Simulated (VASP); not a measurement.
# Li2BeSiBr4 (P1) in VASP: single point with r2SCAN

Aim: the single point of Li2BeSiBr4 with r2SCAN.

Everything below comes from runs of VASP 6.6.1. Logs are shortened: lines on timing, memory, paths and dates and some standing lists are left out, and cuts for length are marked.

## Step 1: The cell of the first run

The typed cell holds 16 atoms: a = 6.044 Å, b = 6.413 Å, c = 7.933 Å, α = 92.40°, β = 84.90°, γ = 90.30°.

## Step 2: Single point, r2SCAN

Contents of POSCAR:

```
Li2BeSiBr4
1.0
    6.0369737000     -0.0128819800      0.2865388600
   -0.0136252700      6.4119112600     -0.1342056900
    0.3297621500     -0.1660978100      7.9241253500
Li Be Si Br
4 2 2 8
Direct
    0.0033900000      0.1603740000      0.5509670000
    0.5054880000      0.8175220000      0.0497820000
    0.4932140000      0.3155280000      0.7403740000
    0.0106780000      0.6771210000      0.2367320000
    0.5188090000      0.3220170000      0.2458620000
    0.0164930000      0.6682570000      0.7458850000
    0.0095060000      0.1569420000      0.9935460000
    0.4945680000      0.8395330000      0.4978500000
    0.3459000000      0.1673220000      0.0495960000
    0.8612720000      0.8467250000      0.5454110000
    0.4269930000      0.1413420000      0.4573570000
    0.9294060000      0.8356940000      0.9504040000
    0.4093000000      0.6527610000      0.2378790000
    0.9176480000      0.3548630000      0.7282170000
    0.8641850000      0.3621540000      0.2104060000
    0.3365680000      0.6447880000      0.7009120000
```

Contents of INCAR.step1:

```
PREC     = Accurate       # precision mode
ENCUT    = 520            # plane-wave cutoff, eV
ISMEAR   = -1             # smearing method
SIGMA    = 0.1            # smearing width, eV
LREAL    = Auto         
LASPH    = T              # aspherical terms in the spheres
NELM     = 100            # most SCF steps
NBANDS   = 54             # bands
GGA      = PE             # functional
ALGO     = Normal         # electronic algorithm
EDIFF    = 1E-4           # SCF threshold, eV
LWAVE    = T              # write WAVECAR
LCHARG   = F              # write CHGCAR
```

Contents of INCAR.step2:

```
PREC     = Accurate       # precision mode
ENCUT    = 520            # plane-wave cutoff, eV
EDIFF    = 1E-7           # SCF threshold, eV
ISMEAR   = -1             # smearing method
SIGMA    = 0.1            # smearing width, eV
LREAL    = Auto         
LASPH    = T              # aspherical terms in the spheres
NELM     = 100            # most SCF steps
ALGO     = Normal         # electronic algorithm
ISIF     = 2              # what is computed and relaxed
LWAVE    = F              # write WAVECAR
LCHARG   = F              # write CHGCAR
METAGGA  = R2SCAN         # meta-GGA
LMIXTAU  = T            
NBANDS   = 54             # bands
ISTART   = 1
```

Contents of KPOINTS:

```
Automatic mesh
0
Gamma
  3 3 3
```

Potentials or basis: VASP PAW PBE potentials, release 64 (Li_sv, Be, Si, Br).

Command:

```bash
> cat potpaw_PBE.64/Li_sv/POTCAR potpaw_PBE.64/Be/POTCAR potpaw_PBE.64/Si/POTCAR potpaw_PBE.64/Br/POTCAR > POTCAR
> cp INCAR.step1 INCAR
> mpirun -np 1 vasp_std > vasp.out
> cp INCAR.step2 INCAR
> mpirun -np 1 vasp_std > vasp.out
```

OUTCAR:

```text
PREC = Accurate
   ENCUT = 520
   EDIFF = 1E-7
   ISMEAR = -1
   LREAL = Auto
   LASPH = T
   NELM = 100
   ISIF = 2
   METAGGA = R2SCAN
   ISTART = 1

 ion  position               nearest neighbor table
   1  0.003  0.160  0.551-  14 1.88  10 2.18  11 2.60
   2  0.505  0.818  0.050-  13 1.91   9 2.45  12 2.62
   3  0.493  0.316  0.740-  16 2.36  11 2.53  14 2.57
   4  0.011  0.677  0.237-  15 2.21  13 2.42  12 2.61
   5  0.519  0.322  0.246-  15 2.10  11 2.11   9 2.16  13 2.23
   6  0.016  0.668  0.746-  16 1.94  12 1.94  14 2.10  10 2.27
   7  0.010  0.157  0.994-   9 2.12  12 2.13  15 2.24  14 2.61
   8  0.495  0.840  0.498-  11 2.02  16 2.22  10 2.28  13 2.43
   9  0.346  0.167  0.050-   7 2.12   5 2.16   2 2.45
  10  0.861  0.847  0.545-   1 2.18   6 2.27   8 2.28
  11  0.427  0.141  0.457-   8 2.02   5 2.11   3 2.53   1 2.60
  12  0.929  0.836  0.950-   6 1.94   7 2.13   4 2.61   2 2.62
  13  0.409  0.653  0.238-   2 1.91   5 2.23   4 2.42   8 2.43
  14  0.918  0.355  0.728-   1 1.88   6 2.10   3 2.57   7 2.61
  15  0.864  0.362  0.210-   5 2.10   4 2.21   7 2.24
  16  0.337  0.645  0.701-   6 1.94   8 2.22   3 2.36

  LATTYP: Found a triclinic cell.
 ALAT       =     7.9327229953
 B/A-ratio  =     0.7618800941
 C/A-ratio  =     0.8084651502
 COS(alpha) =     0.0052452158
 COS(beta)  =     0.0419253672
 COS(gamma) =     0.0889267682

  Lattice vectors:

 A1 = (  -0.3297621500,   0.1660978100,  -7.9241253500)
 A2 = (  -6.0369737000,   0.0128819800,  -0.2865388600)
 A3 = (  -0.0136252700,   6.4119112600,  -0.1342056900)

Analysis of symmetry for initial positions (statically):
=====================================================================
 Subroutine PRICEL returns:
 Original cell was already a primitive cell.

 Routine SETGRP: Setting up the symmetry group for a
 triclinic supercell.

 Subroutine GETGRP returns: Found  1 space group operations
 (whereof  1 operations were pure point group operations)
 out of a pool of  2 trial point group operations.

The static configuration has the point symmetry C_1 .

Analysis of symmetry for dynamics (positions and initial velocities):
=====================================================================
 Subroutine PRICEL returns:
 Original cell was already a primitive cell.

[... 125 lines left out ...]
   LREAL  =      T    real-space projection
   EDIFFG = 0.1E-05   stopping-criterion for IOM
   NSW    =      0    number of steps for IOM
   IBRION =     -1    ionic relax: 0-MD 1-quasi-New 2-CG
   NFREE  =      0    steps in history (QN), initial steepest desc. (CG)
   ISIF   =      2    stress and relaxation
   ISYM   =      2    0-nonsym 1-usesym 2-fastsym
   POTIM  = 0.5000    time-step for ionic-motion
   TEBEG  =    0.0;   TEEND  =   0.0 temperature during run
   PSTRESS=    0.0 pullay stress
   NELECT =      80.0000    total number of electrons
   NUPDOWN=      -1.0000    fix difference up-down
   EMIN   =  10.00;   EMAX   =-10.00  energy-range for DOS
   EFERMI =   0.00;   METHOD = LEGACY
   ISMEAR =    -1;   SIGMA  =   0.10  broadening in eV -4-tet -1-fermi 0-gaus
   EFERMI_NEDOS =   21; number of points for ismear=-14 and -15
   IALGO  =     38    algorithm
   IMIX   =      4    mixing-type and parameters
     AMIX     =   0.40;   BMIX     =  1.00
     AMIX_MAG =   1.60;   BMIX_MAG =  1.00
  volume/ion in A,a.u.               =      19.12       129.06
  Fermi-wavevector in a.u.,A,eV,Ry     =   1.046812  1.978188 14.909477  1.095816
  Thomas-Fermi vector in A             =   2.181666
   LORBIT       =      0    0 simple, 1 ext, 2 COOP (PROOUT), +10 PAW based schemes
   METAGGA = R2SCAN    functional components
   LHFCALC =     F    Hartree Fock is set to
   AEXX    =    0.0000 exact exchange contribution
   IVDW    =     0    specifies the selected vdW correction
   LEPSILON=     F    determine dielectric tensor
   LRPA    =     F    only Hartree local field effects (RPA)
 non-spin polarized calculation
  energy-cutoff  :      520.00
  volume of cell :      305.99
 maximum number of plane-waves:      8273
 NGX is ok and might be reduce to    48
   NGX = 23   NGY = 23   NGZ = 29

 number of electron      79.9999988 magnetization

 Free energy of the ion-electron system (eV)
  ---------------------------------------------------
  ext. energy  EPLUGINS =         0.00000000
  ---------------------------------------------------
  free energy    TOTEN  =      -135.81114516 eV

  energy without entropy =     -135.60347252  energy(sigma->0) =     -135.70730884

 E-fermi :   6.6047     XC(G=0):  -9.4519

 val. band max:        6.5811372758   @ k =   0.0000  -0.0000   0.3333
 cond. band min:       6.6355869839   @ k =  -0.3333   0.3333   0.0000
 fundamental gap:      0.0544497082
 Fermi energy:         6.6046719136

 k-point     1 :       0.0000    0.0000    0.0000
  band No.  band energies     occupation
      1     -44.2638      2.00000
      2     -44.1482      2.00000
      3     -44.0175      2.00000
      4     -43.9353      2.00000
      5     -14.6532      2.00000
      6     -14.1850      2.00000
[... 759 lines left out ...]
     51       9.3717      0.00000
     52       9.6234      0.00000
 [bands above 52 left out]

------------------------ aborting loop because EDIFF is reached ----------------------------------------

  FORCE on cell =-STRESS in cart. coord.  units (eV):
  Direction    XX          YY          ZZ          XY          YZ          ZX
  --------------------------------------------------------------------------------------
  -------------------------------------------------------------------------------------
  Total       38.0714103     62.8776467     48.2889925      1.5564371      1.7423755      0.7186438
  in kB      199.3431405    329.2294001    252.8427331      8.1495552      9.1231344      3.7628421
  external PRESSURE =     260.4717579 kB  Pullay stress =       0.0000000 kB

 VOLUME and BASIS-vectors are now :
 -----------------------------------------------------------------------------
  energy-cutoff  :      520.00
  volume of cell :      305.99
      direct lattice vectors                 reciprocal lattice vectors
     6.036973700 -0.012881980  0.286538860     0.165973981  0.000208217 -0.006902636
    -0.013625270  6.411911260 -0.134205690     0.000178061  0.156028415  0.003263106
     0.329762150 -0.166097810  7.924125350    -0.005998656  0.002635021  0.126501760

 POSITION                                       TOTAL-FORCE (eV/Angst)
 -----------------------------------------------------------------------------------
      0.19997      0.93675      4.34538         1.846543     -2.176644     -3.696742
      3.05690      5.22710      0.42960         1.428301      2.278560     -3.557753
      3.21737      1.89381      5.96580         0.089807     -0.568943      0.261578
      0.13330      4.30218      1.78808         0.139818      1.120110      0.159400
      3.20872      2.01722      2.05368         0.175393      0.765572     -0.281706
      0.33643      4.16070      5.82553        -1.075553     -0.813918     -1.695263
[... 8 lines left out ...]
      5.28151      2.27602      1.86630        -0.916934      2.348852      3.750802
      2.25420      4.01357      5.56402         1.316077     -3.032984      3.416690
 -----------------------------------------------------------------------------------
    total drift:                                0.067757      0.004553     -0.041778

  FREE ENERGIE OF THE ION-ELECTRON SYSTEM (eV)
  ---------------------------------------------------
  free  energy   TOTEN  =      -135.8111451626 eV

  energy  without entropy=     -135.6034725243  energy(sigma->0) =     -135.70730884
```

OUTCAR.step1:

```text
PREC = Accurate
   ENCUT = 520
   ISMEAR = -1
   LREAL = Auto
   LASPH = T
   NELM = 100
[... 1029 lines left out ...]
      3.20872      2.01722      2.05368         0.196723      0.747635     -0.305133
      0.33643      4.16070      5.82553        -1.076530     -0.805269     -1.692490
[... 8 lines left out ...]
      5.28151      2.27602      1.86630        -0.838281      2.070732      3.549087
      2.25420      4.01357      5.56402         1.329018     -2.811470      3.237017
 -----------------------------------------------------------------------------------
    total drift:                               -0.001112     -0.002900     -0.003227

  FREE ENERGIE OF THE ION-ELECTRON SYSTEM (eV)
  ---------------------------------------------------
  free  energy   TOTEN  =       -32.2746699379 eV

  energy  without entropy=      -32.0189257051  energy(sigma->0) =      -32.14679782
```

Run time: 9.6 min. Hardware: 1 thread of Intel Xeon 6975P-C (Granite Rapids), shared host; peak memory 0.48 GiB.

Results:

* Free energy: -135.8111 eV
* Largest force: 7.410 eV/Å
* Band gap on the k mesh: 0.05 eV (least direct gap 0.10 eV)

Forces in eV/Å, atoms in the order of the input:
```
Li   1.847 -2.177 -3.697
Li   1.428  2.279 -3.558
Li   0.090 -0.569  0.262
Li   0.140  1.120  0.159
Be   0.175  0.766 -0.282
Be  -1.076 -0.814 -1.695
Si  -1.989  0.850 -1.696
Si   0.670 -3.013  0.176
Br   4.927  0.021  0.503
Br   2.956 -0.897  0.417
Br  -1.623  7.153 -1.051
Br  -1.945 -4.410  1.412
Br  -2.700 -3.324  0.529
Br  -3.300  3.699  1.353
Br  -0.917  2.349  3.751
Br   1.316 -3.033  3.417
```

Caveat: the cutoff is under 1.25 times the usual one of these potentials, so pressure, stress and relaxed cells hold a basis-set (Pulay) error; the PAW data sets were made with another functional, which shifts forces and pressure a little; an odd mesh through Γ misses points on the zone boundary, where band edges can lie.
